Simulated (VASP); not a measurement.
# Pd (Fm-3m) in VASP: a series of runs

Pd is run at these levels: LDA; tasks: single point.

All numbers are computed with VASP 6.6.1; they aren't measurements. Logs are shortened: lines on timing, memory, paths and dates and some standing lists are left out, and cuts for length are marked.

## (1) The cell of the first run

The structure is cubic, space group Fm-3m (No. 225). Conventional cell: a = 3.842 Å, b = 3.842 Å, c = 3.842 Å, α = 90.00°, β = 90.00°, γ = 90.00°. Pd (site symmetry m-3m) has 12 Pd at 2.72 Å within 3.6 Å.

## (2) Single point, LDA

INCAR

```
SYSTEM = Pd
  ALGO = Normal
  EDIFF = 1E-6
  ENCUT = 520
  ISIF = 2
  ISMEAR = 1
  LASPH = .True.
  LCHARG = .False.
  LREAL = .False.
  LWAVE = .False.
  NBANDS = 11
  NELM = 60
  PREC = Accurate
  SIGMA = 0.01
```

KPOINTS

```
k-points
0
Gamma
  14 14 14
  0 0 0
```

POSCAR

```
Pd
1.0
    0.0000000000      1.9211411165      1.9211411165
    1.9211411165      0.0000000000      1.9211411165
    1.9211411165      1.9211411165      0.0000000000
Pd
1
Direct
    0.0000000000      0.0000000000      0.0000000000
```

Potentials or basis: VASP PAW LDA potentials, release 64 (Pd).

Run with:

```bash
$ cat potpaw_LDA.64/Pd/POTCAR > POTCAR
$ mpirun -np 1 vasp_std > vasp.out
```

OUTCAR:

```text
SYSTEM = Pd
   EDIFF = 1E-6
   ENCUT = 520
   ISIF = 2
   ISMEAR = 1
   LASPH = .True.
   LREAL = .False.
   NELM = 60
   PREC = Accurate

 ion  position               nearest neighbor table
   1  0.000  0.000  0.000-

  LATTYP: Found a face centered cubic cell.
 ALAT       =     3.8422822330

  Lattice vectors:

 A1 = (   0.0000000000,   1.9211411165,   1.9211411165)
 A2 = (   1.9211411165,   0.0000000000,   1.9211411165)
 A3 = (   1.9211411165,   1.9211411165,   0.0000000000)

Analysis of symmetry for initial positions (statically):
[... 33 lines left out ...]
                                     Primitive cell

  volume of cell :      14.1810

  direct lattice vectors                    reciprocal lattice vectors
     0.000000000  1.921141117  1.921141117    -0.260261985  0.260261985  0.260261985
     1.921141117  0.000000000  1.921141117     0.260261985 -0.260261985  0.260261985
     1.921141117  1.921141117  0.000000000     0.260261985  0.260261985 -0.260261985

  length of vectors
     2.716903822  2.716903822  2.716903822     0.450786981  0.450786981  0.450786981

  position of ions in fractional coordinates (direct lattice)
     0.000000000  0.000000000  0.000000000

  ion indices of the primitive-cell ions
   primitive index   ion index
                 1           1

----------------------------------------------------------------------------------------

 KPOINTS: k-points

Automatic generation of k-mesh.
 Grid dimensions read from file:
 generate k-points for:   14   14   14

 Generating k-lattice:

  Cartesian coordinates                     Fractional coordinates (reciprocal lattice)
    -0.018590142  0.018590142  0.018590142     0.071428571  0.000000000  0.000000000
     0.018590142 -0.018590142  0.018590142     0.000000000  0.071428571  0.000000000
     0.018590142  0.018590142 -0.018590142     0.000000000  0.000000000  0.071428571

  Length of vectors
     0.032199070  0.032199070  0.032199070

  Shift w.r.t. Gamma in fractional coordinates (k-lattice)
     0.000000000  0.000000000  0.000000000

 Subroutine IBZKPT returns following result:
 ===========================================

 Found    104 irreducible k-points:

 Following reciprocal coordinates:
            Coordinates               Weight
  0.000000  0.000000  0.000000      1.000000
  0.071429  0.000000  0.000000      8.000000
  0.142857  0.000000  0.000000      8.000000
  0.214286  0.000000  0.000000      8.000000
  0.285714  0.000000  0.000000      8.000000
  0.357143  0.000000  0.000000      8.000000
[... 16 lines left out ...]
  0.214286  0.142857  0.000000     24.000000
  0.285714  0.142857  0.000000     24.000000
 [... further k-points ...]
   k-points           NKPTS =    104   k-points in BZ     NKDIM =    104   number of bands    NBANDS=     11
   number of dos      NEDOS =    301   number of ions     NIONS =      1
   total plane-waves  NPLWV =   8000
   dimension x,y,z NGX =    20 NGY =   20 NGZ =   20
   dimension x,y,z NGXF=    40 NGYF=   40 NGZF=   40
   ions per type =               1
   NGX,Y,Z   is equivalent  to a cutoff of  12.24, 12.24, 12.24 a.u.
   NGXF,Y,Z  is equivalent  to a cutoff of  24.48, 24.48, 24.48 a.u.
 SYSTEM =  Pd
   PREC   = accura    normal or accurate (medium, high low for compatibility)
   ISTART =      0    job   : 0-new  1-cont  2-samecut
   ICHARG =      2    charge: 1-file 2-atom 10-const
   ISPIN  =      1    spin polarized calculation?
   LNONCOLLINEAR =      F non collinear calculations
   LSORBIT =      F    spin-orbit coupling
   LASPH  =      T    aspherical Exc in radial PAW
   ENCUT  =  520.0 eV  38.22 Ry    6.18 a.u.   5.05  5.05  5.05*2*pi/ulx,y,z
   NELM   =     60;   NELMIN=  2; NELMDL= -5     # of ELM steps
   EDIFF  = 0.1E-05   stopping-criterion for ELM
   LREAL  =      F    real-space projection
   EDIFFG = 0.1E-04   stopping-criterion for IOM
   NSW    =      0    number of steps for IOM
   IBRION =     -1    ionic relax: 0-MD 1-quasi-New 2-CG
   NFREE  =      0    steps in history (QN), initial steepest desc. (CG)
   ISIF   =      2    stress and relaxation
   ISYM   =      2    0-nonsym 1-usesym 2-fastsym
   POTIM  = 0.5000    time-step for ionic-motion
   TEBEG  =    0.0;   TEEND  =   0.0 temperature during run
   PSTRESS=    0.0 pullay stress
   NELECT =      10.0000    total number of electrons
   NUPDOWN=      -1.0000    fix difference up-down
   EMIN   =  10.00;   EMAX   =-10.00  energy-range for DOS
   EFERMI =   0.00;   METHOD = LEGACY
   ISMEAR =     1;   SIGMA  =   0.01  broadening in eV -4-tet -1-fermi 0-gaus
   EFERMI_NEDOS =   21; number of points for ismear=-14 and -15
   IALGO  =     38    algorithm
   IMIX   =      4    mixing-type and parameters
     AMIX     =   0.40;   BMIX     =  1.00
     AMIX_MAG =   1.60;   BMIX_MAG =  1.00
  volume/ion in A,a.u.               =      14.18        95.70
  Fermi-wavevector in a.u.,A,eV,Ry     =   1.457154  2.753622 28.889235  2.123299
  Thomas-Fermi vector in A             =   2.573989
   LORBIT       =      0    0 simple, 1 ext, 2 COOP (PROOUT), +10 PAW based schemes
   GGA     = CA    functional components
   LHFCALC =     F    Hartree Fock is set to
   AEXX    =    0.0000 exact exchange contribution
   IVDW    =     0    specifies the selected vdW correction
   LEPSILON=     F    determine dielectric tensor
   LRPA    =     F    only Hartree local field effects (RPA)
 non-spin polarized calculation
 Methfessel and Paxton  Order N= 1 SIGMA  =   0.01
  energy-cutoff  :      520.00
  volume of cell :       14.18
 maximum number of plane-waves:       392
   NGX = 11   NGY = 11   NGZ = 11

 number of electron      10.0000005 magnetization

 Free energy of the ion-electron system (eV)
  ---------------------------------------------------
  ext. energy  EPLUGINS =         0.00000000
  ---------------------------------------------------
  free energy    TOTEN  =        -6.48206305 eV

  energy without entropy =       -6.48195965  energy(sigma->0) =       -6.48202858

 E-fermi :  10.2743     XC(G=0): -13.7594

 val. band max:       10.2740434136   @ k =   0.5000   0.0714   0.0000
 cond. band min:      10.2744195273   @ k =   0.3571   0.2857   0.0000
 fundamental gap:      0.0003761137
 Fermi energy:        10.2742573378

 k-point     1 :       0.0000    0.0000    0.0000
  band No.  band energies     occupation
      1       2.7344      2.00000
      2       7.2210      2.00000
      3       7.2210      2.00000
      4       7.2210      2.00000
      5       8.9775      2.00000
      6       8.9775      2.00000
      7      27.4192      0.00000
      8      32.3676      0.00000
      9      32.3676      0.00000
     10      32.3676      0.00000
     11      35.8984      0.00000

 k-point     2 :       0.0714    0.0000    0.0000
  band No.  band energies     occupation
      1       2.9259      2.00000
      2       7.1507      2.00000
      3       7.2890      2.00000
      4       7.2890      2.00000
      5       8.9444      2.00000
      6       8.9444      2.00000
      7      27.6379      0.00000
      8      31.2237      0.00000
      9      32.6035      0.00000
     10      32.6035      0.00000
     11      35.9251      0.00000

 k-point     3 :       0.1429    0.0000    0.0000
  band No.  band energies     occupation
      1       3.4612      2.00000
      2       7.0019      2.00000
      3       7.4471      2.00000
      4       7.4471      2.00000
      5       8.8972      2.00000
      6       8.8972      2.00000
      7      27.9891      0.00000
      8      29.2063      0.00000
      9      33.2525      0.00000
     10      33.2525      0.00000
     11      35.9322      0.00000

 k-point     4 :       0.2143    0.0000    0.0000
  band No.  band energies     occupation
      1       4.1689      2.00000
      2       6.9937      2.00000
      3       7.5508      2.00000
      4       7.5508      2.00000
      5       8.9891      2.00000
      6       8.9891      2.00000
      7      26.3370      0.00000
      8      28.7173      0.00000
      9      34.0798      0.00000
     10      34.0798      0.00000
     11      35.9267      0.00000

 k-point     5 :       0.2857    0.0000    0.0000
  band No.  band energies     occupation
      1       4.6473      2.00000
      2       7.4897      2.00000
      3       7.4897      2.00000
      4       7.5596      2.00000
      5       9.3207      2.00000
      6       9.3207      2.00000
      7      23.7689      0.00000
      8      28.2885      0.00000
      9      34.1777      0.00000
     10      34.1777      0.00000
     11      35.9192      0.00000
[... 211 lines left out ...]
 k-point    21 :      -0.0714    0.0714    0.0000
  band No.  band energies     occupation
      1       3.2346      2.00000
      2       7.0179      2.00000
      3       7.3842      2.00000
      4       7.4298      2.00000
      5       8.7896      2.00000
      6       9.0184      2.00000
      7      27.9476      0.00000
      8      30.1936      0.00000
      9      32.1504      0.00000
     10      33.3710      0.00000
     11      35.9328      0.00000

 k-point    22 :       0.1429    0.1429    0.0000
  band No.  band energies     occupation
      1       3.7059      2.00000
      2       6.6845      2.00000
      3       7.6933      2.00000
      4       7.6933      2.00000
      5       8.4515      2.00000
      6       9.1996      2.00000
      7      28.5532      0.00000
      8      30.3201      0.00000
      9      31.5281      0.00000
     10      31.5281      0.00000
     11      35.9076      0.00000

 k-point    23 :       0.2143    0.1429    0.0000
  band No.  band energies     occupation
      1       4.2707      2.00000
      2       6.4592      2.00000
      3       7.8018      2.00000
      4       7.9121      2.00000
      5       8.4637      2.00000
      6       9.3292      2.00000
      7      28.3579      0.00000
      8      29.2387      0.00000
      9      30.9621      0.00000
     10      31.8377      0.00000
     11      35.8414      0.00000

 k-point    24 :       0.2857    0.1429    0.0000
  band No.  band energies     occupation
      1       4.8966      2.00000
      2       6.3988      2.00000
      3       7.5506      2.00000
      4       8.0001      2.00000
      5       9.1068      2.00000
      6       9.5861      2.00000
      7      25.9272      0.00000
      8      29.0808      0.00000
      9      30.4370      0.00000
     10      32.2606      0.00000
     11      35.8264      0.00000

 [... further k-points ...]
[... 5 lines left out ...]
  --------------------------------------------------------------------------------------
  -------------------------------------------------------------------------------------
  Total       -0.0177131     -0.0177131     -0.0177131      0.0000000      0.0000000     -0.0000000
  in kB       -2.0012317     -2.0012317     -2.0012317      0.0000000      0.0000000     -0.0000000
  external PRESSURE =      -2.0012317 kB  Pullay stress =       0.0000000 kB

 VOLUME and BASIS-vectors are now :
 -----------------------------------------------------------------------------
  energy-cutoff  :      520.00
  volume of cell :       14.18
      direct lattice vectors                 reciprocal lattice vectors
     0.000000000  1.921141117  1.921141117    -0.260261985  0.260261985  0.260261985
     1.921141117  0.000000000  1.921141117     0.260261985 -0.260261985  0.260261985
     1.921141117  1.921141117  0.000000000     0.260261985  0.260261985 -0.260261985

 POSITION                                       TOTAL-FORCE (eV/Angst)
 -----------------------------------------------------------------------------------
      0.00000      0.00000      0.00000         0.000000      0.000000      0.000000
 -----------------------------------------------------------------------------------
    total drift:                                0.000000      0.000000      0.000000

  FREE ENERGIE OF THE ION-ELECTRON SYSTEM (eV)
  ---------------------------------------------------
  free  energy   TOTEN  =        -6.4820630463 eV

  energy  without entropy=       -6.4819596509  energy(sigma->0) =       -6.48202858
```

Run time: 12 s. Hardware: 1 thread of Intel Xeon Platinum 8259CL at 2.50GHz (Skylake/Cascade Lake), shared host; peak memory 0.13 GiB.

Results:

```
Free energy            : -6.4821 eV
Pressure               : -0.2 GPa
Band gap on the k mesh : zero (band 5 reaches 10.60 eV, above the bottom of band 6 at 8.90 eV)
```

(Continued in part 2 of 2.)
